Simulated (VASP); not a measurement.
A run of VASP 6.6.1:

The input INCAR:

```
PREC     = Accurate       # precision mode
ENCUT    = 520            # plane-wave cutoff, eV
EDIFF    = 1E-6           # SCF threshold, eV
ISMEAR   = -1             # smearing method
SIGMA    = 0.05           # smearing width, eV
LREAL    = False          # projectors in reciprocal space
LASPH    = True           # aspherical terms in the spheres
NELM     = 60             # most SCF steps
ALGO     = Normal         # electronic algorithm
ISIF     = 2              # what is computed and relaxed
LWAVE    = False          # write WAVECAR
LCHARG   = False          # write CHGCAR
GGA      = PS             # functional
IBRION   = 2              # ionic algorithm
NSW      = 60             # ionic steps
EDIFFG   = -0.01          # ionic threshold
LUSENCCL = False
```

Contents of KPOINTS:

```
regular mesh
0
Gamma
  5 5 5
```

Contents of POSCAR:

```
Sn3Se
1.0
    0.0000000000      3.8824635200      3.7331380000
    3.8824635200      0.0000000000      3.7331380000
    3.8824635200      3.8824635200      0.0000000000
Sn Se
3 1
Direct
    0.5000000000      0.5000000000      0.5000000000
    0.7500000000      0.7500000000      0.7500000000
    0.2500000000      0.2500000000      0.2500000000
    0.0000000000      0.0000000000      0.0000000000
```

Potentials or basis: VASP PAW PBE potentials, release 64 (Sn_d, Se).

Run with:

```console
$ cat potpaw_PBE.64/Sn_d/POTCAR potpaw_PBE.64/Se/POTCAR > POTCAR
$ mpirun -np 1 vasp_std > vasp.out
```

Hardware: 1 × NVIDIA H100 80GB with 1 thread of AMD EPYC 7R13 Processor (Zen 3) (shared host).

Estimate the wall time of this run.

Run time: 40 s on 1 × NVIDIA H100 80GB with 1 thread of AMD EPYC 7R13 Processor (Zen 3), on a shared host, peak memory 1.3 GiB. Counts: scf iterations 12, k points 18, ion steps 1.
